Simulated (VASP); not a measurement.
Write the native input for VASP 6.6.1 that does the following.

```yaml
Task: single point
Functional: r2SCAN
Potentials_or_basis: VASP PAW PBE potentials, release 64 (Te, Pb_d)
Cutoff: 520 eV
k_mesh: 8 × 8 × 8
Occupations: gaussian, width 0.05 eV
Spin: no spin polarisation
Dipole_correction: no
Further_INCAR_settings: ALGO = Normal; EDIFF = 1e-06; NBANDS = 17
```

Crystal: TePb.

```xyz
2
Lattice="0.0000 3.1463 3.3883 3.1463 0.0000 3.3883 3.1463 3.1463 0.0000" Properties=species:S:1:pos:R:3 pbc="T T T"
Te    3.1463    3.1463    3.3883
Pb    0.0000    0.0000    0.0000
```

This cell differs from its parent crystal: strain -0.025 along x and y, +0.050 along z.

One way to write it, as run:

POSCAR

```
TePb
1.0
    0.0000000000      3.1463250000      3.3883500000
    3.1463250000      0.0000000000      3.3883500000
    3.1463250000      3.1463250000      0.0000000000
Te Pb
1 1
Direct
    0.5000000000      0.5000000000      0.5000000000
    0.0000000000      0.0000000000      0.0000000000
```

INCAR.step1

```
SYSTEM = TePb
PREC = Accurate
ENCUT = 520
ISMEAR = 0
SIGMA = 0.05
LREAL = .False.
LASPH = .True.
NELM = 80
NBANDS = 17
GGA = PE
ALGO = Normal
EDIFF = 1E-4
LWAVE = .True.
LCHARG = .False.
```

INCAR.step2

```
SYSTEM = TePb
PREC = Accurate
ENCUT = 520
EDIFF = 1E-6
ISMEAR = 0
SIGMA = 0.05
LREAL = .False.
LASPH = .True.
NELM = 80
ALGO = Normal
ISIF = 2
LWAVE = .False.
LCHARG = .False.
METAGGA = R2SCAN
LMIXTAU = .True.
NBANDS = 17
ISTART = 1
```

KPOINTS

```
Automatic mesh
0
Gamma
  8 8 8
  0 0 0
```

Potentials or basis: VASP PAW PBE potentials, release 64 (Te, Pb_d).

The run is started by

```sh
$ cat potpaw_PBE.64/Te/POTCAR potpaw_PBE.64/Pb_d/POTCAR > POTCAR
$ cp INCAR.step1 INCAR
$ mpirun -np 1 vasp_std > vasp.out
$ cp INCAR.step2 INCAR
$ mpirun -np 1 vasp_std > vasp.out
```

Results of the run:

- Pressure: 2.6 GPa
- Band gap on the k mesh: 0.71 eV, direct

Caveat: the cell differs from its parent crystal (strain -0.025 along x and y, +0.050 along z); the PAW data sets were made with another functional, which shifts forces and pressure a little; spin-orbit coupling is left out, which moves the levels of the heavy elements.

It took 110 s on 1 thread of Intel(R) Xeon(R) 6975P-C (Granite Rapids) (shared host), peak memory 0.25 GiB.
